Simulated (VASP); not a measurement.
Set up this calculation in VASP 6.6.1, as the native input.

| Property | Result |
| --- | --- |
| Task | single point |
| Functional | PBE |
| Potentials or basis | VASP PAW PBE potentials, release 64 (Ta_pv, N) |
| Cutoff | 520 eV |
| k mesh | 18 × 18 × 10 |
| Occupations | gaussian, width 0.15 eV |
| Spin | no spin polarisation |
| Dipole correction | no |
| Further INCAR settings | ALGO = Normal; EDIFF = 1e-07; NBANDS = 20 |

The structure of Ta2N lies in POSCAR:

```
Ta2N
1.0
    3.2561970625      0.0000000000      0.0000000000
   -1.6280985312      2.8199493758      0.0000000000
    0.0000000000      0.0000000000      4.6377955369
Ta N
2 1
Direct
    0.6666666667      0.3333333333      0.7449050326
    0.3333333333      0.6666666667      0.2550949674
    0.0000000000      0.0000000000      0.0000000000
```

This cell differs from its parent crystal: strain +0.050 along x and y, -0.050 along z.

These files were run (other wordings do the same):

INCAR

```
SYSTEM = Ta2N
ALGO = Normal
EDIFF = 1E-7
ENCUT = 520
GGA = PE
ISIF = 2
ISMEAR = 0
LASPH = .True.
LCHARG = .False.
LREAL = .False.
LWAVE = .False.
NBANDS = 20
NELM = 80
PREC = Accurate
SIGMA = 0.15
```

KPOINTS

```
k-points
0
Gamma
  18 18 10
  0 0 0
```

Potentials or basis: VASP PAW PBE potentials, release 64 (Ta_pv, N).

The run is started by

```sh
$ cat potpaw_PBE.64/Ta_pv/POTCAR potpaw_PBE.64/N/POTCAR > POTCAR
$ mpirun -np 1 vasp_std > vasp.out
```

Results of the run:

```json
{
 "Pressure": "-10.2 GPa",
 "Largest force": "0.870 eV/Å",
 "Band gap on the k mesh": "zero (an odd number of electrons rules out a gap without spin polarisation)"
}
```

Caveat: the cell differs from its parent crystal (strain +0.050 along x and y, -0.050 along z); the cell stands under tension; spin-orbit coupling is left out, which moves the levels of the heavy elements.

It took 83 s on 1 thread of Intel(R) Xeon(R) 6975P-C (Granite Rapids), on a shared host, peak memory 0.35 GiB.
